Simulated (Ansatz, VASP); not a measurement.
# One calculation of Mg3GaB3, two programs

Contents of INCAR:

```
SYSTEM = Mg3GaB3
ALGO = Normal ; EDIFF = 1E-6
ENCUT = 520 ; GGA = PE
ISIF = 2 ; ISMEAR = 0
LASPH = .True. ; LCHARG = .False.
LREAL = .False. ; LWAVE = .False.
NBANDS = 23 ; NELM = 80
PREC = Accurate ; SIGMA = 0.1
```

File KPOINTS:

```
k-points
0
Gamma
  4 4 4
  0 0 0
```

POSCAR

```
Mg3GaB3
1.0
    4.6402293900      0.0000000000      0.0000000000
    0.0000000000      4.6402293900      0.0000000000
    0.0000000000      0.0000000000      4.6402293900
Mg Ga B
3 1 3
Direct
    0.0000000000      0.5000000000      0.5000000000
    0.5000000000      0.0000000000      0.5000000000
    0.5000000000      0.5000000000      0.0000000000
    0.5000000000      0.5000000000      0.5000000000
    0.0000000000      0.0000000000      0.5000000000
    0.5000000000      0.0000000000      0.0000000000
    0.0000000000      0.5000000000      0.0000000000
```

Input for Ansatz:

```yaml
crystal:
  lattice:
    - [4.64022939, 0.0, 0.0]
    - [0.0, 4.64022939, 0.0]
    - [0.0, 0.0, 4.64022939]
  atoms:
    - { symbol: Mg, position: [0.0, 0.5, 0.5] }
    - { symbol: Mg, position: [0.5, 0.0, 0.5] }
    - { symbol: Mg, position: [0.5, 0.5, 0.0] }
    - { symbol: Ga, position: [0.5, 0.5, 0.5] }
    - { symbol: B, position: [0.0, 0.0, 0.5] }
    - { symbol: B, position: [0.5, 0.0, 0.0] }
    - { symbol: B, position: [0.0, 0.5, 0.0] }
basis:
  ecutwfc: 420
kpoints:
  mp_grid: { grid: [4, 4, 4] }
hamiltonian:
  xc: pbe
scf:
  occupations: { method: gaussian, width: 0.1 }
  lower_state_search: "off"
output:
  forces: true
  stress: true
  eigenvalues: true
```

Change from the starting cell: species swapped into the La3GaBr3 type (Pm-3m, No. 221).

Alike in both runs: task single point; functional PBE; k mesh 4 × 4 × 4; occupations gaussian, width 0.1 eV; no spin polarisation.

|  | VASP | Ansatz |
| --- | --- | --- |
| version | VASP 6.6.1 | Ansatz 0.2.0 |
| potentials or method | VASP PAW PBE potentials, release 64 (Mg, Ga_d, B), cutoff 520 eV | scalar-relativistic, plane waves, PAW |
| valence electrons in the cell | 28 | 52 |

VASP gave:

| Item | Value |
| --- | --- |
| gap on the k mesh at the Fermi level (eV) | none |
| pressure (GPa) | 21.4 |

Problem. Estimate Ansatz's values.

Solution. gap on the k mesh at the Fermi level (eV): none; pressure (GPa): 21.3.

A gap of «none» marks a metal or a gap that the smearing closes. VASP's potentials hold 28 valence electrons a cell and Ansatz's 52, so a difference there can come from the potentials and not from the codes.
